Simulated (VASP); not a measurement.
Set up this calculation in VASP 6.6.1, as the native input.

```yaml
Task: single point
Functional: PBE
Potentials_or_basis: VASP PAW PBE potentials, release 64 (Mg, S)
Cutoff: 520 eV
k_mesh: 6 × 6 × 4
Occupations: gaussian, width 0.1 eV
Spin: no spin polarisation
Dipole_correction: no
Further_INCAR_settings: ALGO = Normal; EDIFF = 1e-06; NBANDS = 25
```

The structure of MgS5 lies in POSCAR:

```
MgS5
1.0
    4.6503363597      0.0000000000      0.0000000000
   -2.3251681799      4.0273094236      0.0000000000
    0.0000000000      0.0000000000      7.3592561543
Mg S
1 5
Direct
    0.0000000000      0.0000000000      0.0000000000
    0.0000000000      0.7365489813      0.5000000000
    0.7365489813      0.0000000000      0.5000000000
    0.2634510187      0.2634510187      0.5000000000
    0.6666666667      0.3333333333      0.0000000000
    0.3333333333      0.6666666667      0.0000000000
```

The cell was generated, and may not be a known phase.

These files were run (other wordings do the same):

INCAR

```
SYSTEM = MgS5
PREC = Accurate ; ENCUT = 520
EDIFF = 1E-6 ; ISMEAR = 0
SIGMA = 0.1 ; LREAL = .False.
LASPH = .True. ; NELM = 60
ALGO = Normal ; ISIF = 2
LWAVE = .False. ; LCHARG = .False.
GGA = PE ; NBANDS = 25
```

KPOINTS

```
Automatic mesh
0
Gamma
  6 6 4
  0 0 0
```

Potentials or basis: VASP PAW PBE potentials, release 64 (Mg, S).

Command:

```bash
$ cat potpaw_PBE.64/Mg/POTCAR potpaw_PBE.64/S/POTCAR > POTCAR
$ mpirun -np 1 vasp_std > vasp.out
```

Results of the run:

```json
{"Pressure": "-0.4 GPa", "Largest force": "0.191 eV/Å", "Band gap on the k mesh": "zero (bands 16 and 17 overlap by 0.57 eV)"}
```

Caveat: semilocal functionals underestimate gaps, and a narrow one can read as zero.

It took 36 s on 1 thread of Intel(R) Xeon(R) 6975P-C (Granite Rapids), with other jobs on the host, peak memory 0.25 GiB.
